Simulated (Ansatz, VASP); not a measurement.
## One calculation of MgBe2SO2, two programs

INCAR

```
PREC = Accurate
ENCUT = 600
EDIFF = 1E-7
ISMEAR = 0
SIGMA = 0.1
LREAL = F
LASPH = T
NELM = 80
ALGO = Normal
ISIF = 3
LWAVE = F
LCHARG = F
GGA = PE
IBRION = 2
NSW = 100
EDIFFG = -0.01
```

The input KPOINTS:

```
regular mesh
0
Gamma
  10 10 8
```

POSCAR

```
MgBe2SO2
1.0
    3.8379527200      0.0000000000      0.0000000000
    0.0000000000      3.8379527200      0.0000000000
    0.0000000000      0.0000000000      5.1603856200
Mg Be S O
1 2 1 2
Direct
    0.0000000000      0.0000000000      0.5000000000
    0.5000000000      0.5000000000      0.2536999900
    0.5000000000      0.5000000000      0.7463000100
    0.0000000000      0.0000000000      0.0000000000
    0.0000000000      0.5000000000      0.0000000000
    0.5000000000      0.0000000000      0.0000000000
```

Input for Ansatz:

```yaml
crystal:
  lattice:
    - [3.83795272, 0.0, 0.0]
    - [0.0, 3.83795272, 0.0]
    - [0.0, 0.0, 5.16038562]
  atoms:
    - { symbol: Mg, position: [0.0, 0.0, 0.5] }
    - { symbol: Be, position: [0.5, 0.5, 0.25369999] }
    - { symbol: Be, position: [0.5, 0.5, 0.74630001] }
    - { symbol: S, position: [0.0, 0.0, 0.0] }
    - { symbol: O, position: [0.0, 0.5, 0.0] }
    - { symbol: O, position: [0.5, 0.0, 0.0] }
basis:
  ecutwfc: 420
kpoints:
  mp_grid: { grid: [10, 10, 8] }
hamiltonian:
  xc: pbe
scf:
  occupations: { method: gaussian, width: 0.1 }
output:
  forces: true
  stress: true
  eigenvalues: true
  write_density: true
  write_potential: true
  elf: true
  volumetric_format: npy
relax:
  adjacent_minimum: "off"
  f_tol: 0.01
  max_steps: 80
  cell: { stress_tol: 0.05 }
```

Change from the starting cell: species swapped into the LaAl2BRu2 type (P4/mmm, No. 123).

Alike in both runs: task relaxation of cell and atoms; functional PBE; k mesh 10 × 10 × 8; occupations gaussian, width 0.1 eV; no spin polarisation.

|  | VASP | Ansatz |
| --- | --- | --- |
| version | VASP 6.6.1 | Ansatz 0.2.0 |
| potentials or method | VASP PAW PBE potentials, release 64 (Mg, Be, S, O), cutoff 600 eV | scalar-relativistic, plane waves, PAW |
| valence electrons in the cell | 24 | 32 |

```csv
,VASP,Ansatz,Ansatz less VASP
"gap on the k mesh at the Fermi level, each at its own relaxed structure (eV)",none,none,-
relaxed volume (Å³/atom),12.53,12.56,+0.029
relaxed length of the cell vector where the two differ most in proportion (Å),3.966,3.970,+0.0040
```

A gap of «none» marks a metal or a gap that the smearing closes. VASP's potentials hold 24 valence electrons a cell and Ansatz's 32, so a difference there can come from the potentials and not from the codes.
